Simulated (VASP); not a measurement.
A run of VASP 6.6.1:

Contents of INCAR:

```
SYSTEM = Fe
PREC = Accurate
ENCUT = 520
EDIFF = 1E-7
ISMEAR = -1
SIGMA = 0.05
LREAL = .False.
LASPH = .True.
NELM = 150
ALGO = Normal
ISIF = 2
LWAVE = .False.
LCHARG = .False.
ISPIN = 2
MAGMOM = 2.303
LORBIT = 11
LMAXMIX = 4
GGA = RP
NBANDS = 14
```

File KPOINTS:

```
Automatic mesh
0
Gamma
  25 25 25
  0 0 0
```

Contents of POSCAR:

```
Fe
1.0
   -1.4854150270      1.4854150270      1.4854150270
    1.4854150270     -1.4854150270      1.4854150270
    1.4854150270      1.4854150270     -1.4854150270
Fe
1
Direct
    0.0000000000      0.0000000000      0.0000000000
```

Potentials or basis: VASP PAW PBE potentials, release 64 (Fe).

Launch:

```bash
$ cat potpaw_PBE.64/Fe/POTCAR > POTCAR
$ mpirun -np 1 vasp_std > vasp.out
```

Hardware: 1 thread of Intel Xeon 6975P-C (shared host).

Problem. Estimate the wall time of this run.

Solution. Wall time 91 s on 1 thread of Intel Xeon 6975P-C, with other jobs on the host, peak memory 0.24 GiB. Counts: scf iterations 15, k points 455.
